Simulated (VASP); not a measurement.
Input of a VASP 6.6.1 run:

File INCAR:

```
PREC = Accurate
ENCUT = 600
EDIFF = 1E-7
ISMEAR = 1
SIGMA = 0.05
LREAL = F
LASPH = T
NELM = 120
ALGO = Normal
ISIF = 3
LWAVE = F
LCHARG = F
GGA = PS
IBRION = 2
NSW = 60
EDIFFG = -0.01
GGA_COMPAT = F
NELMIN = 4
```

File KPOINTS:

```
Automatic mesh
0
Gamma
  11 11 11
```

POSCAR

```
C
1.0
    1.7710314024      0.0000000000      0.0000000000
    0.0000000000      1.7710314024      0.0000000000
    0.0000000000      0.0000000000      1.7710314024
C
1
Direct
    0.0000000000      0.0000000000      0.0000000000
```

Potentials or basis: VASP PAW PBE potentials, release 64 (C).

The run is started by

```console
$ cat potpaw_PBE.64/C/POTCAR > POTCAR
$ mpirun -np 1 vasp_std > vasp.out
```

Task: What does it give for the relaxed volume?

Result: 5.38 Å³/atom.

Task: Predict the space group after relaxing (to 0.05 Å).

Result: Pm-3m (No. 221).

Task: Estimate the band gap on the k mesh.

Result: Zero (band 2 reaches 21.05 eV, above the bottom of band 3 at 9.82 eV).

Task: Estimate the relaxed cell.

Result: a = 1.752 Å, b = 1.752 Å, c = 1.752 Å, α = 90.00°, β = 90.00°, γ = 90.00°.

Final structure:
```
C
1.0
     1.75201    0.00000    0.00000
     0.00000    1.75201    0.00000
     0.00000    0.00000    1.75201
C
1
Cartesian
  0.0000 0.0000 0.0000
```

Caveat: the PAW data sets were made with another functional, which shifts forces and pressure a little.
